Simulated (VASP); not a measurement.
A run of VASP 6.6.1 is set up as follows.

Contents of POSCAR:

```
Os
1.0
    0.0000000000      1.9220413878      1.9220413878
    1.9220413878      0.0000000000      1.9220413878
    1.9220413878      1.9220413878      0.0000000000
Os
1
Direct
    0.0000000000      0.0000000000      0.0000000000
```

Contents of INCAR.step1:

```
SYSTEM = Os
PREC     = Accurate       ! precision mode
ENCUT    = 600            ! plane-wave cutoff, eV
ISMEAR   = 0              ! smearing method
SIGMA    = 0.1            ! smearing width, eV
LREAL    = .FALSE.        ! projectors in reciprocal space
LASPH    = .TRUE.         ! aspherical terms in the spheres
NELM     = 100            ! most SCF steps
GGA      = PE             ! functional
ALGO     = Normal         ! electronic algorithm
EDIFF    = 1E-4           ! SCF threshold, eV
LWAVE    = .TRUE.         ! write WAVECAR
LCHARG   = .FALSE.        ! write CHGCAR
```

INCAR.step2

```
SYSTEM = Os
PREC     = Accurate       ! precision mode
ENCUT    = 600            ! plane-wave cutoff, eV
EDIFF    = 1E-7           ! SCF threshold, eV
ISMEAR   = 0              ! smearing method
SIGMA    = 0.1            ! smearing width, eV
LREAL    = .FALSE.        ! projectors in reciprocal space
LASPH    = .TRUE.         ! aspherical terms in the spheres
NELM     = 100            ! most SCF steps
ALGO     = Normal         ! electronic algorithm
ISIF     = 3              ! what is computed and relaxed
LWAVE    = .FALSE.        ! write WAVECAR
LCHARG   = .FALSE.        ! write CHGCAR
METAGGA  = R2SCAN         ! meta-GGA
LMIXTAU  = .TRUE.       
IBRION   = 2              ! ionic algorithm
NSW      = 100            ! ionic steps
EDIFFG   = -0.01          ! ionic threshold
ISTART   = 1
```

Contents of KPOINTS:

```
regular mesh
0
G
  18 18 18
  0 0 0
```

Potentials or basis: VASP PAW PBE potentials, release 64 (Os).

Run with:

```sh
$ cat potpaw_PBE.64/Os/POTCAR > POTCAR
$ cp INCAR.step1 INCAR
$ mpirun -np 1 vasp_std > vasp.out
$ cp INCAR.step2 INCAR
$ mpirun -np 1 vasp_std > vasp.out
```

(1) What does it give for the band gap on the k mesh?

(2) Estimate the space group after relaxing (to 0.05 Å).

Results:

(1) zero (band 4 reaches 11.47 eV, above the bottom of band 5 at 7.56 eV).

(2) Fm-3m (No. 225).

Caveat: spin-orbit coupling is left out, which moves the levels of the heavy elements.
